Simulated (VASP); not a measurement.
Here is a VASP 6.6.1 calculation.

The input INCAR:

```
SYSTEM = Ta
PREC = Accurate ; ENCUT = 520
EDIFF = 1E-6 ; ISMEAR = 0
SIGMA = 0.1 ; LREAL = .FALSE.
LASPH = .TRUE. ; NELM = 100
ALGO = Normal ; ISIF = 2
LWAVE = .FALSE. ; LCHARG = .FALSE.
GGA = PS ; NBANDS = 18
```

Contents of KPOINTS:

```
Automatic mesh
0
G
  11 11 6
  0 0 0
```

POSCAR

```
Ta
1.0
    2.8645511572      0.0000000000      0.0000000000
   -1.4322755786      2.4807740726      0.0000000000
    0.0000000000      0.0000000000      5.0990818930
Ta
2
Direct
    0.6666666667      0.3333333333      0.7500000000
    0.3333333333      0.6666666667      0.2500000000
```

Potentials or basis: VASP PAW PBE potentials, release 64 (Ta_pv).

Run with:

```bash
$ cat potpaw_PBE.64/Ta_pv/POTCAR > POTCAR
$ mpirun -np 1 vasp_std > vasp.out
```

(1) Estimate the band gap on the k mesh.

(2) What does it give for the pressure?

## Answers

(1) zero (band 11 reaches 7.23 eV, above the bottom of band 12 at 4.92 eV).

(2) 0.1 GPa.

Caveat: the PAW data sets were made with another functional, which shifts forces and pressure a little; spin-orbit coupling is left out, which moves the levels of the heavy elements.
